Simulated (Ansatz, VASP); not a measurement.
TiC: VASP beside Ansatz

```
CELL_PARAMETERS angstrom
0.00000 2.16400 2.16400
2.16400 0.00000 2.16400
2.16400 2.16400 0.00000
ATOMIC_POSITIONS crystal
Ti 0.00000 0.00000 0.00000
C 0.47689 0.52311 0.47689
```

Change from the starting cell: all C atoms moved -0.100 Å, as atom 2 along Cartesian [0 1 0].

Alike in both runs: task single point; functional PBEsol; k mesh 18 × 18 × 18; occupations gaussian, width 0.15 eV; no spin polarisation.

|  | VASP | Ansatz |
| --- | --- | --- |
| version | VASP 6.6.1 | Ansatz 0.2.0 |
| potentials or method | VASP PAW PBE potentials, release 64 (Ti_sv, C), cutoff 520 eV | scalar-relativistic, plane waves, PAW |
| valence electrons in the cell | 16 | 16 |

|  | VASP | Ansatz | Ansatz less VASP |
| --- | --- | --- | --- |
| gap on the k mesh at the Fermi level (eV) | none | none | - |
| pressure (GPa) | -4.7 | -5.0 | -0.26 |
| traceless stress, the component that is largest in VASP (GPa) | 1.84 | 1.82 | -0.014 |
| rms of the force components (eV/Å) | 0.528 | 0.526 | -0.0014 |

VASP's potentials were made for PBE, not for PBEsol. Atom by atom the forces differ by 0.001 eV/Å (rms over components). A gap of «none» marks a metal or a gap that the smearing closes.
